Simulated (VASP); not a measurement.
# BeCd2Te3 (P4/mmm) in VASP: notebook

BeCd2Te3 is run at these levels: PBE; tasks: relaxation of cell and atoms, single point.

All numbers are computed with VASP 6.6.1; they aren't measurements. Logs are shortened: lines on timing, memory, paths and dates and some standing lists are left out, and cuts for length are marked.

## Step 1: The cell of the first run

It takes space group P4/mmm (No. 123, tetragonal). Conventional cell: a = 3.669 Å, b = 3.669 Å, c = 10.924 Å, α = 90.00°, β = 90.00°, γ = 90.00°. Within 4.0 Å of Be (site symmetry 4/mmm) lie 8 Te at 3.00 Å and 2 Cd at 3.58 Å and 4 Be at 3.67 Å. Cd (site symmetry 4mm) has 8 Te at 3.21 to 3.31 Å and 1 Be at 3.58 Å and 5 Cd at 3.67 to 3.76 Å within 4.2 Å. Te (site symmetry 4mm) has 4 Be at 3.00 Å and 6 Te at 3.03 to 3.95 Å and 4 Cd at 3.31 Å within 4.0 Å. Te (site symmetry 4/mmm) has 8 Cd at 3.21 Å and 6 Te at 3.67 to 3.95 Å within 4.2 Å.

The cell was built from a structure type or drawn by symmetry, and may not be a known phase.

## Step 2: Relaxation of cell and atoms, PBE

File INCAR:

```
SYSTEM = BeCd2Te3
PREC = Accurate ; ENCUT = 600
EDIFF = 1E-7 ; ISMEAR = 0
SIGMA = 0.1 ; LREAL = .FALSE.
LASPH = .TRUE. ; NELM = 120
ALGO = Normal ; ISIF = 3
LWAVE = .FALSE. ; LCHARG = .FALSE.
GGA = PE ; IBRION = 2
NSW = 100 ; EDIFFG = -0.01
GGA_COMPAT = .FALSE. ; NELMIN = 4
```

File KPOINTS:

```
Automatic mesh
0
G
  10 10 4
  0 0 0
```

File POSCAR:

```
BeCd2Te3
1.0
    3.6685857632      0.0000000000      0.0000000000
    0.0000000000      3.6685857632      0.0000000000
    0.0000000000      0.0000000000     10.9241482979
Be Cd Te
1 2 3
Direct
    0.0000000000      0.0000000000      0.0000000000
    0.0000000000      0.0000000000      0.3276990194
    0.0000000000      0.0000000000      0.6723009806
    0.5000000000      0.5000000000      0.1387937741
    0.5000000000      0.5000000000      0.5000000000
    0.5000000000      0.5000000000      0.8612062259
```

Potentials or basis: VASP PAW PBE potentials, release 64 (Be, Cd, Te).

The run is started by

```bash
$ cat potpaw_PBE.64/Be/POTCAR potpaw_PBE.64/Cd/POTCAR potpaw_PBE.64/Te/POTCAR > POTCAR
$ mpirun -np 1 vasp_std > vasp.out
```

OUTCAR:

```text
SYSTEM = BeCd2Te3
   PREC = Accurate
   ENCUT = 600
   EDIFF = 1E-7
   ISMEAR = 0
   LREAL = .FALSE.
   LASPH = .TRUE.
   NELM = 120
   ISIF = 3
   GGA = PE
   IBRION = 2
   NSW = 100
   EDIFFG = -0.01
   NELMIN = 4

 ion  position               nearest neighbor table
   1  0.000  0.000  0.000-   4 3.00   6 3.00   4 3.00   6 3.00   4 3.00   6 3.00   4 3.00   6 3.00

   2  0.000  0.000  0.328-   5 3.21   5 3.21   5 3.21   5 3.21   4 3.31   4 3.31   4 3.31   4 3.31
                             3 3.76
   3  0.000  0.000  0.672-   5 3.21   5 3.21   5 3.21   5 3.21   6 3.31   6 3.31   6 3.31   6 3.31
                             2 3.76
   4  0.500  0.500  0.139-   1 3.00   1 3.00   1 3.00   1 3.00   6 3.03   2 3.31   2 3.31   2 3.31
                             2 3.31
   5  0.500  0.500  0.500-   2 3.21   3 3.21   2 3.21   3 3.21   2 3.21   3 3.21   2 3.21   3 3.21

   6  0.500  0.500  0.861-   1 3.00   1 3.00   1 3.00   1 3.00   4 3.03   3 3.31   3 3.31   3 3.31
                             3 3.31

  LATTYP: Found a simple tetragonal cell.
 ALAT       =     3.6685857632
 C/A-ratio  =     2.9777546453

  Lattice vectors:

 A1 = (   3.6685857632,   0.0000000000,   0.0000000000)
 A2 = (   0.0000000000,   3.6685857632,   0.0000000000)
 A3 = (   0.0000000000,   0.0000000000,  10.9241482979)

Analysis of symmetry for initial positions (statically):
=====================================================================
 Subroutine PRICEL returns:
 Original cell was already a primitive cell.

 Routine SETGRP: Setting up the symmetry group for a
 simple tetragonal supercell.

 Subroutine GETGRP returns: Found 16 space group operations
 (whereof 16 operations were pure point group operations)
 out of a pool of 16 trial point group operations.

The static configuration has the point symmetry D_4h.

Analysis of symmetry for dynamics (positions and initial velocities):
=====================================================================
 Subroutine PRICEL returns:
 Original cell was already a primitive cell.

 Routine SETGRP: Setting up the symmetry group for a
 simple tetragonal supercell.

 Subroutine GETGRP returns: Found 16 space group operations
 (whereof 16 operations were pure point group operations)
 out of a pool of 16 trial point group operations.

The dynamic configuration has the point symmetry D_4h.

 Subroutine INISYM returns: Found 16 space group operations
 (whereof 16 operations are pure point group operations),
 and found     1 'primitive' translations

----------------------------------------------------------------------------------------

                                     Primitive cell

  volume of cell :     147.0229

  direct lattice vectors                    reciprocal lattice vectors
     3.668585763  0.000000000  0.000000000     0.272584605  0.000000000  0.000000000
     0.000000000  3.668585763  0.000000000     0.000000000  0.272584605  0.000000000
     0.000000000  0.000000000 10.924148298     0.000000000  0.000000000  0.091540317

  length of vectors
     3.668585763  3.668585763 10.924148298     0.272584605  0.272584605  0.091540317

  position of ions in fractional coordinates (direct lattice)
     0.000000000  0.000000000  0.000000000
     0.000000000  0.000000000  0.327699019
     0.000000000  0.000000000  0.672300981
     0.500000000  0.500000000  0.138793774
     0.500000000  0.500000000  0.500000000
     0.500000000  0.500000000  0.861206226

  ion indices of the primitive-cell ions
   primitive index   ion index
                 1           1
                 2           2
                 3           3
                 4           4
                 5           5
                 6           6

----------------------------------------------------------------------------------------

 KPOINTS: Automatic mesh

Automatic generation of k-mesh.
 Grid dimensions read from file:
 generate k-points for:   10   10    4

 Generating k-lattice:

  Cartesian coordinates                     Fractional coordinates (reciprocal lattice)
     0.027258460  0.000000000  0.000000000     0.100000000  0.000000000  0.000000000
     0.000000000  0.027258460  0.000000000     0.000000000  0.100000000  0.000000000
     0.000000000  0.000000000  0.022885079     0.000000000  0.000000000  0.250000000

  Length of vectors
     0.027258460  0.027258460  0.022885079

  Shift w.r.t. Gamma in fractional coordinates (k-lattice)
     0.000000000  0.000000000  0.000000000

 Subroutine IBZKPT returns following result:
 ===========================================

 Found     63 irreducible k-points:

 Following reciprocal coordinates:
            Coordinates               Weight
  0.000000  0.000000  0.000000      1.000000
  0.100000  0.000000  0.000000      4.000000
  0.200000  0.000000  0.000000      4.000000
  0.300000  0.000000  0.000000      4.000000
  0.400000  0.000000  0.000000      4.000000
  0.500000  0.000000  0.000000      2.000000
[... 16 lines left out ...]
  0.100000  0.000000  0.250000      8.000000
  0.200000  0.000000  0.250000      8.000000
 [... further k-points ...]
   k-points           NKPTS =     63   k-points in BZ     NKDIM =     63   number of bands    NBANDS=     26
   number of dos      NEDOS =    301   number of ions     NIONS =      6
   total plane-waves  NPLWV =  81000
   dimension x,y,z NGX =    30 NGY =   30 NGZ =   90
   dimension x,y,z NGXF=    60 NGYF=   60 NGZF=  180
   ions per type =               1   2   3
   NGX,Y,Z   is equivalent  to a cutoff of  13.59, 13.59, 13.70 a.u.
   NGXF,Y,Z  is equivalent  to a cutoff of  27.19, 27.19, 27.39 a.u.
 SYSTEM =  BeCd2Te3
   PREC   = accura    normal or accurate (medium, high low for compatibility)
   ISTART =      0    job   : 0-new  1-cont  2-samecut
   ICHARG =      2    charge: 1-file 2-atom 10-const
   ISPIN  =      1    spin polarized calculation?
   LNONCOLLINEAR =      F non collinear calculations
   LSORBIT =      F    spin-orbit coupling
   LASPH  =      T    aspherical Exc in radial PAW
   ENCUT  =  600.0 eV  44.10 Ry    6.64 a.u.   7.33  7.33 21.82*2*pi/ulx,y,z
   NELM   =    120;   NELMIN=  4; NELMDL= -5     # of ELM steps
   EDIFF  = 0.1E-06   stopping-criterion for ELM
   LREAL  =      F    real-space projection
   EDIFFG = -.1E-01   stopping-criterion for IOM
   NSW    =    100    number of steps for IOM
   IBRION =      2    ionic relax: 0-MD 1-quasi-New 2-CG
   NFREE  =      1    steps in history (QN), initial steepest desc. (CG)
   ISIF   =      3    stress and relaxation
   ISYM   =      2    0-nonsym 1-usesym 2-fastsym
   POTIM  = 0.5000    time-step for ionic-motion
   TEBEG  =    0.0;   TEEND  =   0.0 temperature during run
   PSTRESS=    0.0 pullay stress
   NELECT =      44.0000    total number of electrons
   NUPDOWN=      -1.0000    fix difference up-down
   EMIN   =  10.00;   EMAX   =-10.00  energy-range for DOS
   EFERMI =   0.00;   METHOD = LEGACY
   ISMEAR =     0;   SIGMA  =   0.10  broadening in eV -4-tet -1-fermi 0-gaus
   EFERMI_NEDOS =   21; number of points for ismear=-14 and -15
   IALGO  =     38    algorithm
   IMIX   =      4    mixing-type and parameters
     AMIX     =   0.40;   BMIX     =  1.00
     AMIX_MAG =   1.60;   BMIX_MAG =  1.00
  volume/ion in A,a.u.               =      24.50       165.36
  Fermi-wavevector in a.u.,A,eV,Ry     =   1.095042  2.069329 16.314974  1.199117
  Thomas-Fermi vector in A             =   2.231358
   LORBIT       =      0    0 simple, 1 ext, 2 COOP (PROOUT), +10 PAW based schemes
   GGA     = PE    functional components
   LHFCALC =     F    Hartree Fock is set to
   AEXX    =    0.0000 exact exchange contribution
   IVDW    =     0    specifies the selected vdW correction
   LEPSILON=     F    determine dielectric tensor
   LRPA    =     F    only Hartree local field effects (RPA)
 conjugate gradient relaxation of ions
 non-spin polarized calculation
 Gauss-broadening in eV      SIGMA  =   0.10
  energy-cutoff  :      600.00
  volume of cell :      147.02
 maximum number of plane-waves:      4964
 NGX is ok and might be reduce to    30
   NGX = 15   NGY = 15   NGZ = 43

--------------------------------------- Ionic step        1  -------------------------------------------

 number of electron      43.9999994 magnetization

 Free energy of the ion-electron system (eV)
  ---------------------------------------------------
  ext. energy  EPLUGINS =         0.00000000
  ---------------------------------------------------
  free energy    TOTEN  =       -12.71753831 eV

  energy without entropy =      -12.69761333  energy(sigma->0) =      -12.70757582

------------------------ aborting loop because EDIFF is reached ----------------------------------------

  FORCE on cell =-STRESS in cart. coord.  units (eV):
  Direction    XX          YY          ZZ          XY          YZ          ZX
  --------------------------------------------------------------------------------------
  -------------------------------------------------------------------------------------
  Total        0.1084317      0.1084317      0.2990111      0.0000000      0.0000000     -0.0000000
  in kB        1.1816315      1.1816315      3.2584638      0.0000000      0.0000000     -0.0000000
  external PRESSURE =       1.8739089 kB  Pullay stress =       0.0000000 kB
[... 101 lines left out ...]
  FREE ENERGIE OF THE ION-ELECTRON SYSTEM (eV)
  ---------------------------------------------------
  free  energy   TOTEN  =       -12.7232743540 eV

  energy  without entropy=      -12.7025334637  energy(sigma->0) =      -12.71290391

[... ionic steps 4 to 23 ...]

--------------------------------------- Ionic step       24  -------------------------------------------

 number of electron      44.0000002 magnetization

------------------------ aborting loop because EDIFF is reached ----------------------------------------
[... 75 lines left out ...]
--------------------------------------- Ionic step       26  -------------------------------------------

 number of electron      44.0000001 magnetization

 Free energy of the ion-electron system (eV)
  ---------------------------------------------------
  ext. energy  EPLUGINS =         0.00000000
  ---------------------------------------------------
  free energy    TOTEN  =       -12.76865157 eV

  energy without entropy =      -12.75369465  energy(sigma->0) =      -12.76117311

 E-fermi :   5.6127     XC(G=0): -10.0542

 val. band max:        5.6075237641   @ k =   0.4000   0.4000   0.0000
 cond. band min:       5.6157207682   @ k =   0.5000   0.1000   0.0000
 fundamental gap:      0.0081970040
 Fermi energy:         5.6126818025

 k-point     1 :       0.0000    0.0000    0.0000
  band No.  band energies     occupation
      1      -7.6360      2.00000
      2      -6.7427      2.00000
      3      -6.4168      2.00000
      4      -3.0929      2.00000
      5      -3.0882      2.00000
      6      -2.9593      2.00000
[... 685 lines left out ...]
     25       8.0436      0.00000
     26       9.1576      0.00000

 [... further k-points ...]

------------------------ aborting loop because EDIFF is reached ----------------------------------------

  FORCE on cell =-STRESS in cart. coord.  units (eV):
  Direction    XX          YY          ZZ          XY          YZ          ZX
  --------------------------------------------------------------------------------------
  -------------------------------------------------------------------------------------
  Total        0.0342560      0.0342560      0.0221074      0.0000000      0.0000000      0.0000000
  in kB        0.3714082      0.3714082      0.2396916      0.0000000      0.0000000      0.0000000
  external PRESSURE =       0.3275027 kB  Pullay stress =       0.0000000 kB
[... 21 lines left out ...]
  FREE ENERGIE OF THE ION-ELECTRON SYSTEM (eV)
  ---------------------------------------------------
  free  energy   TOTEN  =       -12.7686515730 eV

  energy  without entropy=      -12.7536946547  energy(sigma->0) =      -12.76117311

 reached required accuracy - stopping structural energy minimisation
```

Run time: 39 min. Hardware: 1 thread of Intel Xeon 6975P-C (Granite Rapids), shared host; peak memory 0.52 GiB.

Results:

```
Free energy                           : -12.7687 eV
Relaxed volume                        : 24.63 Å³/atom
Relaxed cell                          : a = 3.511 Å, b = 3.511 Å, c = 11.988 Å, α = 90.00°, β = 90.00°, γ = 90.00°
Space group after relaxing (to 0.1 Å) : P4/mmm (No. 123)
Energy gained by relaxing             : 8.5 meV/atom
Ionic steps                           : 26
Pressure after relaxing               : 0.0 GPa
Largest force after relaxing          : 0.004 eV/Å
Band gap on the k mesh                : zero (bands 22 and 23 overlap by 1.95 eV)
```

Forces on the atoms (eV/Å):
```
Be   0.000  0.000  0.000
Cd   0.000  0.000 -0.004
Cd   0.000  0.000  0.004
Te   0.000  0.000 -0.002
Te   0.000  0.000  0.000
Te   0.000  0.000  0.002
```

Step by step:
```tsv
step	energy change (eV)	largest force (eV/Å)	pressure (GPa)	volume (Å³)
1	0.0000	0.1566	0.19	147.02
2	-0.0030	0.1236	0.02	147.63
3	-0.0057	0.0623	-0.28	148.79
4	-0.0082	0.0368	-0.08	148.29
5	-0.0093	0.0317	0.15	147.75
6	-0.0115	0.0209	0.10	147.91
7	-0.0162	0.0625	0.00	148.38
8	-0.0088	0.1839	-0.07	149.17
9	-0.0171	0.0908	-0.02	148.57
10	-0.0172	0.1056	-0.04	148.67
11	-0.0192	0.1230	-0.08	148.59
12	-0.0192	0.1230	-0.07	148.59
13	-0.0228	0.1057	0.06	147.99
14	-0.0276	0.0494	0.51	146.17
15	-0.0288	0.0434	0.45	146.31
16	-0.0319	0.0440	0.26	146.74
17	-0.0352	0.0503	-0.08	147.59
18	-0.0386	0.0632	-0.14	147.75
19	-0.0403	0.1553	-0.28	148.20
20	-0.0416	0.0874	-0.23	148.01
21	-0.0443	0.0928	-0.02	147.45
22	-0.0458	0.1072	0.26	146.68
23	-0.0482	0.0968	0.14	147.12
24	-0.0500	0.0778	-0.08	147.97
25	-0.0511	0.0196	0.01	147.82
26	-0.0511	0.0036	0.03	147.77
```

Final structure:
```xyz
6
Lattice="3.5110 0.0000 0.0000 0.0000 3.5110 0.0000 0.0000 0.0000 11.9875" Properties=species:S:1:pos:R:3 pbc="T T T"
Be    0.0000    0.0000   11.9875
Cd    0.0000    0.0000    3.8219
Cd    0.0000    0.0000    8.1657
Te    1.7555    1.7555    1.5615
Te    1.7555    1.7555    5.9938
Te    1.7555    1.7555   10.4260
```

Levels at points of the mesh, in eV from the Fermi level:
| k point | band 18 | band 19 | band 20 | band 21 | band 22 | band 23 | band 24 | band 25 | band 26 |
| --- | --- | --- | --- | --- | --- | --- | --- | --- | --- |
| (0.00, 0.00, 0.00) | -1.08 | -1.08 | 0.27 | 0.27 | 0.47 | 0.47 | 1.62 | 2.00 | 4.45 |
| (0.50, 0.00, 0.00) | -3.36 | -1.61 | -1.16 | -0.05 | 0.51 | 1.27 | 1.49 | 1.90 | 3.63 |
| (0.50, 0.50, 0.00) | -3.47 | -3.47 | -2.76 | -1.80 | -1.13 | -0.55 | -0.52 | 0.85 | 1.56 |
| (0.00, 0.00, 0.50) | -1.07 | 0.10 | 0.10 | 0.51 | 0.61 | 0.65 | 0.65 | 2.67 | 3.21 |
| (0.50, 0.00, 0.50) | -2.38 | -2.35 | -1.28 | 0.28 | 0.51 | 1.20 | 1.27 | 1.49 | 3.52 |
| (0.50, 0.50, 0.50) | -3.09 | -3.09 | -2.79 | -1.78 | -0.98 | -0.97 | 0.48 | 0.55 | 0.61 |

Caveat: spin-orbit coupling is left out, which moves the levels of the heavy elements.

[end of part 1 of 3]
